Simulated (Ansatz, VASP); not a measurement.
Two plane-wave programs on NbB2

```xyz
3
Lattice="3.0740 0.0000 0.0000 -1.5370 2.6622 0.0000 0.0000 0.0000 3.2790" Properties=species:S:1:pos:R:3 pbc="T T T"
Nb    0.0000    0.0000    0.0000
B     0.0000    1.7748    1.6395
B     1.5370    0.8874    1.6395
```

Alike in both runs: functional LDA; k mesh 15 × 15 × 12; occupations fermi-dirac, width 0.15 eV; no spin polarisation.

Ansatz relaxed the structure, and its values are those at the end. VASP's run is a single point on that final structure, the one shown.

|  | VASP | Ansatz |
| --- | --- | --- |
| version | VASP 6.6.1 | Ansatz 0.2.0 |
| potentials or method | VASP PAW LDA potentials, release 64 (Nb_sv, B), cutoff 500 eV | scalar-relativistic, plane waves, PAW |
| valence electrons in the cell | 19 | 19 |

|  | VASP | Ansatz | Ansatz less VASP |
| --- | --- | --- | --- |
| gap on the k mesh at the Fermi level (eV) | none | none | - |
| pressure (GPa) | 0.1 | 0.0 | -0.05 |

LDA's correlation is that of Perdew and Zunger in VASP and of Perdew and Wang (1992) in Ansatz. A gap of «none» marks a metal or a gap that the smearing closes.
